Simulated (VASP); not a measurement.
# Si13C3 (P1) in VASP: single point with PBEsol

Aim: the single point of Si13C3 with PBEsol.

Program: VASP 6.6.1. These are calculated values, not measurements. Logs are shortened: lines on timing, memory, paths and dates and some standing lists are left out, and cuts for length are marked.

**1. The cell of the first run**

The typed cell holds 64 atoms: a = 10.191 Å, b = 10.191 Å, c = 10.191 Å, α = 90.00°, β = 90.00°, γ = 90.00°.

**2. Single point, PBEsol**

INCAR reads:

```
  PREC = Accurate
  ENCUT = 520
  EDIFF = 1E-6
  ISMEAR = -1
  SIGMA = 0.05
  LREAL = Auto
  LASPH = T
  NELM = 100
  ALGO = Normal
  ISIF = 2
  LWAVE = F
  LCHARG = F
  GGA = PS
  ISYM = 0
  NBANDS = 166
```

KPOINTS reads:

```
Automatic mesh
0
Gamma
  1 1 1
  0.25 0.25 0.25
```

POSCAR reads:

```
Si13C3
1.0
   10.1913158779      0.0000000000      0.0000000000
    0.0000000000     10.1913158779      0.0000000000
    0.0000000000      0.0000000000     10.1913158779
Si C
52 12
Direct
    0.9791720000      0.0032530000      0.9875570000
    0.9860460000      0.9875260000      0.5070030000
    0.9900250000      0.5068270000      0.9960760000
    0.9948560000      0.4917730000      0.5078690000
    0.5202640000      0.0056670000      0.9757900000
    0.5106340000      0.4943240000      0.9724650000
    0.1183870000      0.1252140000      0.1144900000
    0.1465260000      0.1100230000      0.6097320000
    0.1298620000      0.6244930000      0.1284960000
    0.1352890000      0.6416470000      0.6146020000
    0.5968890000      0.1494230000      0.1448080000
    0.6223320000      0.6336340000      0.1130770000
    0.2614100000      0.2521860000      0.9965990000
    0.2895620000      0.2402130000      0.4807010000
    0.2541790000      0.7549720000      0.9976260000
    0.3086160000      0.7745450000      0.5368040000
    0.7048920000      0.2626160000      0.9682900000
    0.7012170000      0.1944350000      0.5364540000
    0.7220680000      0.7752640000      0.9647050000
    0.7108110000      0.7116250000      0.5226320000
    0.3969290000      0.3701080000      0.1340160000
    0.4160530000      0.3805790000      0.6254530000
    0.3813570000      0.8918650000      0.1179820000
    0.8536730000      0.3694870000      0.1062470000
    0.8591980000      0.3463000000      0.6257880000
    0.8559940000      0.8760620000      0.1253880000
    0.8314810000      0.8717780000      0.6387270000
    0.2743300000      0.0385320000      0.2578510000
    0.2984300000      0.9947030000      0.7348850000
    0.2673520000      0.5046830000      0.2642550000
    0.2706890000      0.5177160000      0.7420860000
    0.7271570000      0.0042630000      0.2662920000
    0.7324310000      0.4896150000      0.2543800000
    0.7112320000      0.4829720000      0.7362980000
    0.4112910000      0.1599440000      0.8446070000
    0.4093290000      0.6070180000      0.4135650000
    0.4120120000      0.6684900000      0.8547180000
    0.8644740000      0.1305430000      0.3864810000
    0.8228090000      0.1004460000      0.8494360000
    0.8678970000      0.6246700000      0.3790350000
    0.8520700000      0.6233220000      0.8573900000
    0.9883510000      0.2535750000      0.2454590000
    0.0042940000      0.2263360000      0.7502180000
    0.0082470000      0.7610240000      0.2596700000
    0.9943550000      0.7555980000      0.7447080000
    0.4934900000      0.7511930000      0.2574780000
    0.1297660000      0.3697550000      0.3767510000
    0.1307450000      0.3837740000      0.8683530000
    0.1604730000      0.8889160000      0.3914990000
    0.1338510000      0.8873730000      0.8642480000
    0.5915700000      0.3492540000      0.3856820000
    0.5939950000      0.8851150000      0.4116110000
    0.5325760000      0.9610980000      0.5728370000
    0.5233710000      0.4909500000      0.5145200000
    0.6386900000      0.0300940000      0.6282390000
    0.6271690000      0.5596800000      0.5913450000
    0.4388100000      0.8797070000      0.6560270000
    0.7068190000      0.9772900000      0.7492960000
    0.3735730000      0.1748260000      0.3310040000
    0.4794880000      0.2471990000      0.2641370000
    0.5024470000      0.3022950000      0.7677350000
    0.4979960000      0.8225520000      0.7778520000
    0.6019010000      0.3743360000      0.8497770000
    0.6180840000      0.8861110000      0.8390260000
```

Potentials or basis: VASP PAW PBE potentials, release 64 (Si, C).

Started as:

```sh
cat potpaw_PBE.64/Si/POTCAR potpaw_PBE.64/C/POTCAR > POTCAR
mpirun -np 1 vasp_std > vasp.out
```

OUTCAR:

```text
PREC = Accurate
   ENCUT = 520
   EDIFF = 1E-6
   ISMEAR = -1
   LREAL = Auto
   LASPH = T
   NELM = 100
   ISIF = 2
   GGA = PS
   ISYM = 0

 ion  position               nearest neighbor table
   1  0.979  0.003  0.988-  26 2.29   7 2.29  50 2.34  39 2.35
   2  0.986  0.988  0.507-  38 2.27   8 2.31  49 2.36  27 2.38
   3  0.990  0.507  0.996-  24 2.27   9 2.30  48 2.31  41 2.32
   4  0.995  0.492  0.508-  47 2.29  40 2.29  25 2.36  10 2.36
   5  0.520  0.006  0.976-  64 2.10  23 2.33  35 2.34  11 2.39  19 3.12
   6  0.511  0.494  0.972-  63 1.98  12 2.32  37 2.37  21 2.38  17 3.08
   7  0.118  0.125  0.114-   1 2.29  13 2.29  42 2.29  28 2.33
   8  0.147  0.110  0.610-   2 2.31  29 2.32  43 2.36  14 2.37
   9  0.130  0.624  0.128-  15 2.27  44 2.29   3 2.30  30 2.32
  10  0.135  0.642  0.615-  45 2.27  31 2.28   4 2.36  16 2.36
  11  0.597  0.149  0.145-  60 1.98  32 2.34   5 2.39  17 2.40  21 3.04
  12  0.622  0.634  0.113-  46 2.31   6 2.32  19 2.32  33 2.34
  13  0.261  0.252  0.997-   7 2.29  48 2.30  21 2.31  35 2.37
  14  0.290  0.240  0.481-  59 1.87  47 2.35   8 2.37  22 2.43  28 3.07
  15  0.254  0.755  0.998-  23 2.27   9 2.27  50 2.27  37 2.34
  16  0.309  0.775  0.537-  57 2.09  36 2.35  10 2.36  49 2.41  29 3.02
  17  0.705  0.263  0.968-  63 1.96  24 2.34  39 2.38  11 2.40   6 3.08
  18  0.701  0.194  0.536-  55 2.02  38 2.35  25 2.41  51 2.47
  19  0.722  0.775  0.965-  64 2.01  41 2.31  12 2.32  26 2.37   5 3.12
  20  0.711  0.712  0.523-  56 1.90  40 2.34  27 2.36  52 2.41
  21  0.397  0.370  0.134-  60 2.01  13 2.31  30 2.32   6 2.38  11 3.04
  22  0.416  0.381  0.625-  61 1.87  54 1.93  31 2.36  14 2.43  51 3.05
  23  0.381  0.892  0.118-  15 2.27  46 2.32   5 2.33  28 2.34
  24  0.854  0.369  0.106-   3 2.27  42 2.30  33 2.30  17 2.34
  25  0.859  0.346  0.626-  43 2.30  34 2.34   4 2.36  18 2.41
  26  0.856  0.876  0.125-   1 2.29  32 2.34  19 2.37  44 2.38
  27  0.831  0.872  0.639-  58 2.01  45 2.31  20 2.36   2 2.38  55 2.54
  28  0.274  0.039  0.258-  59 1.87   7 2.33  23 2.34  49 2.35  14 3.07
  29  0.298  0.995  0.735-  57 2.02   8 2.32  35 2.33  50 2.40  16 3.02
  30  0.267  0.505  0.264-  47 2.27   9 2.32  21 2.32  36 2.34
[... 18 lines left out ...]
  49  0.160  0.889  0.391-  28 2.35   2 2.36  16 2.41  44 2.43
  50  0.134  0.887  0.864-  15 2.27  45 2.30   1 2.34  29 2.40
  51  0.592  0.349  0.386-  60 1.98  54 2.07  33 2.43  18 2.47  22 3.05
  52  0.594  0.885  0.412-  53 1.92  46 2.32  32 2.35  20 2.41
  53  0.533  0.961  0.573-  55 1.41  57 1.52  52 1.92
  54  0.523  0.491  0.515-  56 1.49  22 1.93  36 1.95  51 2.07
  55  0.639  0.030  0.628-  53 1.41  58 1.51  18 2.02  27 2.54
  56  0.627  0.560  0.591-  54 1.49  34 1.88  20 1.90
  57  0.439  0.880  0.656-  62 1.50  53 1.52  29 2.02  16 2.09
  58  0.707  0.977  0.749-  55 1.51  64 1.59  39 2.00  27 2.01
  59  0.374  0.175  0.331-  60 1.47  14 1.87  28 1.87
  60  0.479  0.247  0.264-  59 1.47  11 1.98  51 1.98  21 2.01
  61  0.502  0.302  0.768-  63 1.51  22 1.87  35 1.89
  62  0.498  0.823  0.778-  57 1.50  64 1.52  37 1.96
  63  0.602  0.374  0.850-  61 1.51  34 1.95  17 1.96   6 1.98
  64  0.618  0.886  0.839-  62 1.52  58 1.59  19 2.01   5 2.10

IMPORTANT INFORMATION: All symmetrisations will be switched off!
NOSYMM: (Re-)initialisation of all symmetry stuff for point group C_1.

----------------------------------------------------------------------------------------

                                     Primitive cell

  volume of cell :    1058.4998

  direct lattice vectors                    reciprocal lattice vectors
    10.191315878  0.000000000  0.000000000     0.098122756  0.000000000  0.000000000
     0.000000000 10.191315878  0.000000000     0.000000000  0.098122756  0.000000000
     0.000000000  0.000000000 10.191315878     0.000000000  0.000000000  0.098122756

  length of vectors
    10.191315878 10.191315878 10.191315878     0.098122756  0.098122756  0.098122756

  position of ions in fractional coordinates (direct lattice)
     0.979172000  0.003253000  0.987557000
     0.986046000  0.987526000  0.507003000
     0.990025000  0.506827000  0.996076000
     0.994856000  0.491773000  0.507869000
     0.520264000  0.005667000  0.975790000
     0.510634000  0.494324000  0.972465000
[... 56 lines left out ...]
     0.601901000  0.374336000  0.849777000
     0.618084000  0.886111000  0.839026000

  ion indices of the primitive-cell ions
   primitive index   ion index
                 1           1
                 2           2
                 3           3
                 4           4
                 5           5
                 6           6
[... 56 lines left out ...]
                63          63
                64          64

----------------------------------------------------------------------------------------

 KPOINTS: Automatic mesh

Automatic generation of k-mesh.
 Grid dimensions read from file:
 generate k-points for:    1    1    1

 Generating k-lattice:

  Cartesian coordinates                     Fractional coordinates (reciprocal lattice)
     0.098122756  0.000000000  0.000000000     1.000000000  0.000000000  0.000000000
     0.000000000  0.098122756  0.000000000     0.000000000  1.000000000  0.000000000
     0.000000000  0.000000000  0.098122756     0.000000000  0.000000000  1.000000000

  Length of vectors
     0.098122756  0.098122756  0.098122756

  Shift w.r.t. Gamma in fractional coordinates (k-lattice)
     0.250000000  0.250000000  0.250000000

 Subroutine IBZKPT returns following result:
 ===========================================

 Found      4 irreducible k-points:

 Following reciprocal coordinates:
            Coordinates               Weight
  0.250000  0.250000  0.250000      2.000000
 -0.250000  0.250000  0.250000      2.000000
 -0.250000 -0.250000  0.250000      2.000000
  0.250000 -0.250000  0.250000      2.000000
   k-points           NKPTS =      4   k-points in BZ     NKDIM =      4   number of bands    NBANDS=    166
   number of dos      NEDOS =    301   number of ions     NIONS =     64
   total plane-waves  NPLWV = 512000
   dimension x,y,z NGX =    80 NGY =   80 NGZ =   80
   dimension x,y,z NGXF=   160 NGYF=  160 NGZF=  160
   ions per type =              52  12
   NGX,Y,Z   is equivalent  to a cutoff of  13.05, 13.05, 13.05 a.u.
   NGXF,Y,Z  is equivalent  to a cutoff of  26.10, 26.10, 26.10 a.u.
 SYSTEM =  unknown system
   PREC   = accura    normal or accurate (medium, high low for compatibility)
   ISTART =      0    job   : 0-new  1-cont  2-samecut
   ICHARG =      2    charge: 1-file 2-atom 10-const
   ISPIN  =      1    spin polarized calculation?
   LNONCOLLINEAR =      F non collinear calculations
   LSORBIT =      F    spin-orbit coupling
   LASPH  =      T    aspherical Exc in radial PAW
   ENCUT  =  520.0 eV  38.22 Ry    6.18 a.u.  18.95 18.95 18.95*2*pi/ulx,y,z
   NELM   =    100;   NELMIN=  2; NELMDL= -5     # of ELM steps
   EDIFF  = 0.1E-05   stopping-criterion for ELM
   LREAL  =      T    real-space projection
   EDIFFG = 0.1E-04   stopping-criterion for IOM
   NSW    =      0    number of steps for IOM
   IBRION =     -1    ionic relax: 0-MD 1-quasi-New 2-CG
   NFREE  =      0    steps in history (QN), initial steepest desc. (CG)
   ISIF   =      2    stress and relaxation
   ISYM   =      0    0-nonsym 1-usesym 2-fastsym
   POTIM  = 0.5000    time-step for ionic-motion
   TEBEG  =    0.0;   TEEND  =   0.0 temperature during run
   PSTRESS=    0.0 pullay stress
   NELECT =     256.0000    total number of electrons
   NUPDOWN=      -1.0000    fix difference up-down
   EMIN   =  10.00;   EMAX   =-10.00  energy-range for DOS
   EFERMI =   0.00;   METHOD = LEGACY
   ISMEAR =    -1;   SIGMA  =   0.05  broadening in eV -4-tet -1-fermi 0-gaus
   EFERMI_NEDOS =   21; number of points for ismear=-14 and -15
   IALGO  =     38    algorithm
   IMIX   =      4    mixing-type and parameters
     AMIX     =   0.40;   BMIX     =  1.00
     AMIX_MAG =   1.60;   BMIX_MAG =  1.00
  volume/ion in A,a.u.               =      16.54       111.61
  Fermi-wavevector in a.u.,A,eV,Ry     =   1.019979  1.927481 14.154918  1.040357
  Thomas-Fermi vector in A             =   2.153523
   LORBIT       =      0    0 simple, 1 ext, 2 COOP (PROOUT), +10 PAW based schemes
   GGA     = PS    functional components
   LHFCALC =     F    Hartree Fock is set to
   AEXX    =    0.0000 exact exchange contribution
   IVDW    =     0    specifies the selected vdW correction
   LEPSILON=     F    determine dielectric tensor
   LRPA    =     F    only Hartree local field effects (RPA)
 non-spin polarized calculation
  energy-cutoff  :      520.00
  volume of cell :     1058.50
 maximum number of plane-waves:     28492
 NGX is ok and might be reduce to    80
   NGX = 37   NGY = 37   NGZ = 37

 number of electron     256.0000000 magnetization

 Free energy of the ion-electron system (eV)
  ---------------------------------------------------
  ext. energy  EPLUGINS =         0.00000000
  ---------------------------------------------------
  free energy    TOTEN  =      -394.94013367 eV

  energy without entropy =     -394.81680118  energy(sigma->0) =     -394.87846743

 E-fermi :   6.5788     XC(G=0): -10.0617

 val. band max:        6.5669381249   @ k =  -0.2500   0.2500   0.2500
 cond. band min:       6.6110287230   @ k =   0.2500  -0.2500   0.2500
 fundamental gap:      0.0440905980
 Fermi energy:         6.5787765059

 k-point     1 :       0.2500    0.2500    0.2500
  band No.  band energies     occupation
      1     -10.4636      2.00000
      2      -8.4700      2.00000
      3      -8.2216      2.00000
      4      -8.1823      2.00000
      5      -7.9588      2.00000
      6      -7.7962      2.00000
[... 561 lines left out ...]
    139       8.0558      0.00000
    140       8.0966      0.00000
 [bands above 140 left out]

------------------------ aborting loop because EDIFF is reached ----------------------------------------

  FORCE on cell =-STRESS in cart. coord.  units (eV):
  Direction    XX          YY          ZZ          XY          YZ          ZX
  --------------------------------------------------------------------------------------
  -------------------------------------------------------------------------------------
  Total      -11.2280183     10.2792761      4.5502662     -9.3546318      1.9472469      2.5319454
  in kB      -16.9950680     15.5590231      6.8874205    -14.1594535      2.9474118      3.8324291
  external PRESSURE =       1.8171252 kB  Pullay stress =       0.0000000 kB

 VOLUME and BASIS-vectors are now :
 -----------------------------------------------------------------------------
  energy-cutoff  :      520.00
  volume of cell :     1058.50
      direct lattice vectors                 reciprocal lattice vectors
    10.191315878  0.000000000  0.000000000     0.098122756  0.000000000  0.000000000
     0.000000000 10.191315878  0.000000000     0.000000000  0.098122756  0.000000000
     0.000000000  0.000000000 10.191315878     0.000000000  0.000000000  0.098122756

 POSITION                                       TOTAL-FORCE (eV/Angst)
 -----------------------------------------------------------------------------------
      9.97905      0.03315     10.06451        -0.024626      0.043967     -0.034343
     10.04911     10.06419      5.16703        -0.004043     -0.074587      0.008466
     10.08966      5.16523     10.15133         0.001920     -0.075704     -0.003589
     10.13889      5.01181      5.17585         0.009838      0.132159     -0.044358
      5.30217      0.05775      9.94458         0.045913     -0.153617     -0.077700
      5.20403      5.03781      9.91070         0.111210     -0.068120      0.005557
[... 56 lines left out ...]
      6.13416      3.81498      8.66035         0.114905      0.132728      0.026431
      6.29909      9.03064      8.55078        -0.170804     -0.009920      0.023964
 -----------------------------------------------------------------------------------
    total drift:                               -0.011272     -0.000134     -0.014096

  FREE ENERGIE OF THE ION-ELECTRON SYSTEM (eV)
  ---------------------------------------------------
  free  energy   TOTEN  =      -394.9401336703 eV

  energy  without entropy=     -394.8168011815  energy(sigma->0) =     -394.87846743
```

It took 15 min on 1 thread of Intel Xeon Platinum 8488C (Sapphire Rapids), shared host; peak memory 1.2 GiB.

Results:

```
Free energy            : -394.9401 eV
Pressure               : 0.2 GPa
Largest force          : 0.382 eV/Å
Band gap on the k mesh : 0.01 eV (least direct gap 0.06 eV)
```

Forces in eV/Å, atoms in the order of the input:
```
Si  -0.025  0.044 -0.034
Si  -0.004 -0.075  0.008
Si   0.002 -0.076 -0.004
Si   0.010  0.132 -0.044
Si   0.046 -0.154 -0.078
Si   0.111 -0.068  0.006
Si   0.046  0.024  0.051
Si   0.041  0.021  0.094
Si   0.010  0.055  0.028
Si  -0.088 -0.100 -0.066
Si   0.030  0.087  0.019
Si   0.050 -0.001 -0.012
Si   0.023 -0.082  0.038
Si  -0.017  0.094  0.070
Si  -0.050 -0.183 -0.136
Si   0.120  0.048  0.064
Si   0.083  0.149 -0.019
Si  -0.089  0.051  0.070
Si  -0.014  0.133 -0.009
Si   0.035 -0.013 -0.023
Si  -0.036 -0.099  0.065
Si  -0.051 -0.091 -0.154
Si  -0.003  0.130  0.054
Si  -0.024  0.056 -0.018
Si  -0.039 -0.073  0.018
Si   0.074 -0.065  0.059
Si  -0.034 -0.062  0.171
Si   0.061  0.095 -0.070
Si  -0.192  0.046 -0.117
Si  -0.013  0.009  0.044
Si   0.007  0.079 -0.041
Si  -0.052 -0.060 -0.112
Si   0.112 -0.068  0.034
Si  -0.108  0.005  0.107
Si   0.036  0.130 -0.016
Si  -0.156 -0.072  0.045
Si  -0.038  0.100 -0.129
Si   0.169  0.062  0.040
Si   0.077  0.035 -0.099
Si  -0.036  0.036  0.041
Si  -0.018  0.036  0.027
Si   0.018 -0.024 -0.061
Si  -0.045  0.067  0.069
Si   0.001  0.036  0.031
Si   0.053  0.074 -0.031
Si  -0.051 -0.085 -0.036
Si   0.046  0.038  0.040
Si   0.039 -0.072 -0.058
Si  -0.041 -0.211 -0.051
Si   0.016  0.067 -0.041
Si   0.058  0.038  0.114
Si   0.025  0.154  0.202
C    0.019 -0.069 -0.097
C   -0.062 -0.027 -0.037
C   -0.114  0.239 -0.129
C   -0.007  0.015 -0.099
C   -0.050 -0.224 -0.045
C    0.050  0.059  0.166
C   -0.099 -0.249 -0.172
C   -0.080  0.128 -0.015
C   -0.047 -0.161  0.091
C    0.272 -0.232  0.133
C    0.115  0.133  0.026
C   -0.171 -0.010  0.024
```

Caveat: the smearing spreads over this small gap; the PAW data sets were made with another functional, which shifts forces and pressure a little; a shifted mesh leaves out Γ, where band edges can lie. A k mesh can miss the band edges.

The gap in the log of VASP goes by the Fermi energy; the results here count the filled bands.